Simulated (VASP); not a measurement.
The system is TiO2 (Anatase).

```
Ti O
1.0
    -1.92921    1.92921    4.85060
     1.92921   -1.92921    4.85060
     1.92921    1.92921   -4.85060
Ti O
2 4
Direct
  0.75000 0.25000 0.50000
  0.00000 0.00000 0.00000
  0.79190 0.79190 0.00000
  0.54190 0.04190 0.50000
  0.95810 0.45810 0.50000
  0.20810 0.20810 0.00000
```

Base run:

| Property | Result |
| --- | --- |
| Program | VASP 6.6.1 |
| Functional | PBE |
| Potentials or basis | VASP PAW PBE potentials, release 64 (Ti_sv, O) |
| Cutoff | 520 eV |
| k mesh | 10 × 10 × 10 |
| Occupations | fermi-dirac, width 0.05 eV |
| Spin | no spin polarisation |

Its results: band gap on the k mesh 1.98 eV, indirect (least direct gap 2.30 eV); pressure -6.0 GPa; largest force 0.203 eV/Å.

The run is repeated on the same cell with these changes: functional from PBE to r2SCAN; dispersion from none to rVV10. What comes out?

Band gap on the k mesh 2.38 eV, indirect (least direct gap 2.72 eV); pressure -11.4 GPa; largest force 0.283 eV/Å.

Several settings changed at once, so the effect can't be laid on one alone.

Caveats: the PAW data sets were made with another functional, which shifts forces and pressure a little (some runs).

A k mesh can miss the band edges.
